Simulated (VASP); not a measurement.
Here is a VASP 6.6.1 calculation.

File INCAR:

```
SYSTEM = Zr
PREC = Accurate
ENCUT = 520
EDIFF = 1E-7
ISMEAR = 0
SIGMA = 0.05
LREAL = .False.
LASPH = .True.
NELM = 150
ALGO = Normal
ISIF = 2
LWAVE = .False.
LCHARG = .False.
MAGMOM = 0 0 0 0 0 0
LORBIT = 11
LSORBIT = .True.
GGA_COMPAT = .False.
LORBMOM = .True.
LMAXMIX = 4
NBANDS = 36
```

KPOINTS

```
Automatic mesh
0
Gamma
  9 9 5
  0 0 0
```

The input POSCAR:

```
Zr
1.0
    3.2320000000      0.0000000000      0.0000000000
   -1.6160000000      2.7989941050      0.0000000000
    0.0000000000      0.0000000000      5.1470000000
Zr
2
Direct
    0.6666666667      0.3333333333      0.7500000000
    0.3333333333      0.6666666667      0.2500000000
```

Potentials or basis: VASP PAW LDA potentials, release 64 (Zr_sv).

Run with:

```sh
$ cat potpaw_LDA.64/Zr_sv/POTCAR > POTCAR
$ mpirun -np 1 vasp_ncl > vasp.out
```

Problem. Estimate the pressure.

Solution. -6.0 GPa.

Problem. Estimate the net moment.

Solution. 0.00 μB per cell.

Moments on the atoms (μB; x, y, z):
```
Zr  0.00 0.00 0.00
Zr  0.00 0.00 0.00
```

Caveat: the cell stands under tension.
